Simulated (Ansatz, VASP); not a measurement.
Two plane-wave programs on GaSb

File POSCAR:

```
GaSb
1.0
    0.0000000000      3.1189956238      3.1189956238
    3.1189956238      0.0000000000      3.1189956238
    3.1189956238      3.1189956238      0.0000000000
Sb Ga
1 1
Direct
    0.7500000000      0.7500000000      0.7500000000
    0.0000000000      0.0000000000      0.0000000000
```

INCAR.step1

```
PREC = Accurate
ENCUT = 520
EDIFF = 1E-5
ISMEAR = -1
SIGMA = 0.05
LREAL = F
LASPH = T
NELM = 100
ALGO = Normal
ISIF = 2
LWAVE = T
LCHARG = F
NBANDS = 16
GGA = PE
```

INCAR.step2

```
PREC = Accurate
ENCUT = 520
EDIFF = 1E-6
ISMEAR = -1
SIGMA = 0.05
LREAL = F
LASPH = T
NELM = 100
ALGO = Normal
ISIF = 2
LWAVE = F
LCHARG = F
GGA = B5
LHFCALC = T
AEXX = 0.2
AGGAX = 0.72
AGGAC = 0.81
ALDAC = 0.19
PRECFOCK = Normal
NBANDS = 16
ISTART = 1
```

The input KPOINTS:

```
Automatic mesh
0
Gamma
  4 4 4
```

File input.yaml:

```yaml
crystal:
  lattice:
    - [0.0, 3.1189956238, 3.1189956238]
    - [3.1189956238, 0.0, 3.1189956238]
    - [3.1189956238, 3.1189956238, 0.0]
  atoms:
    - { symbol: Sb, position: [0.75, 0.75, 0.75] }
    - { symbol: Ga, position: [0.0, 0.0, 0.0] }
hamiltonian:
  xc: b3lyp5
  pseudopotentials: { kind: paw }
kpoints:
  mp_grid: { grid: [4, 4, 4] }
scf:
  occupations: { method: fermi_dirac, width: 0.05 }
output:
  forces: true
  stress: true
  eigenvalues: true
```

Alike in both runs: task single point; functional B3LYP5; k mesh 4 × 4 × 4; occupations fermi-dirac, width 0.05 eV; no spin polarisation.

|  | VASP | Ansatz |
| --- | --- | --- |
| version | VASP 6.6.1 | Ansatz 0.2.0 |
| potentials or method | VASP PAW PBE potentials, release 64 (Sb, Ga_d) | Ansatz PAW |
| plane-wave cutoff (eV) | 520 | 420 |
| valence electrons in the cell | 18 | 28 |

VASP gave:

```
gap on the k mesh at the Fermi level (eV) : 0.61
least direct gap on the mesh (eV)         : 0.61
pressure (GPa)                            : 0.0
```

Question: Which values does Ansatz return?

Answer: gap on the k mesh at the Fermi level (eV): 0.51; least direct gap on the mesh (eV): 0.51; pressure (GPa): 0.2.

VASP's potentials were made for PBE, not for B3LYP5. VASP's potentials hold 18 valence electrons a cell and Ansatz's 28, so a difference there can come from the potentials and not from the codes.

The k mesh is coarse, so the values compare programs but aren't converged. Neither program's run includes spin-orbit coupling.
